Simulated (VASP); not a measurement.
InSe: single point with PBE+D3(BJ)

Crystal: InSe.

```
In Se
1.0
     4.03236    0.00000    0.00000
    -2.01618    3.49213    0.00000
     0.00000    0.00000   16.76325
In Se
4 4
Cartesian
  0.0000 2.3281 2.7939
  2.0162 1.1640 11.1755
  0.0000 2.3281 5.5877
  2.0162 1.1640 13.9694
  0.0000 2.3281 9.8889
  2.0162 1.1640 1.5073
  0.0000 2.3281 15.2560
  2.0162 1.1640 6.8744
```

```yaml
Program: VASP 6.6.1
Task: single point
Functional: PBE
Dispersion: D3(BJ)
Potentials_or_basis: VASP PAW PBE potentials, release 64 (In_d, Se)
Cutoff: 520 eV
k_mesh: 10 × 10 × 3
Occupations: gaussian, width 0.01 eV
Spin: no spin polarisation
Dipole_correction: no
Further_INCAR_settings: ALGO = Normal; EDIFF = 1e-06; NBANDS = 48
```

```yaml
Pressure: 0.0 GPa
Largest_force: 0.015 eV/Å
Band_gap_on_the_k_mesh: 0.35 eV
Dispersion_energy_per_atom: -0.297 eV
```

Forces on the atoms (eV/Å):
```
In   0.000  0.000  0.014
In   0.000  0.000  0.014
In   0.000  0.000 -0.014
In   0.000  0.000 -0.014
Se   0.000  0.000 -0.015
Se   0.000  0.000 -0.015
Se   0.000  0.000  0.015
Se   0.000  0.000  0.015
```

Levels at points of the mesh, in eV from the valence-band top:
```csv
k point,band 34,band 35,band 36,band 37,band 38,band 39,band 40,band 41,band 42,band 43
"(0.00, 0.00, 0.00)",-1.17,-1.17,-1.10,-1.10,0.00,0.35,1.73,2.11,2.12,4.19
"(0.50, 0.00, 0.00)",-2.17,-2.08,-2.07,-1.98,-1.35,1.12,1.21,1.93,1.94,3.33
```

Run time: 5.7 min on 1 thread of Intel(R) Xeon(R) Platinum 8488C (Sapphire Rapids), with other jobs on the host, peak memory 0.47 GiB.

Caveat: spin-orbit coupling is left out, which moves the levels of the heavy elements.
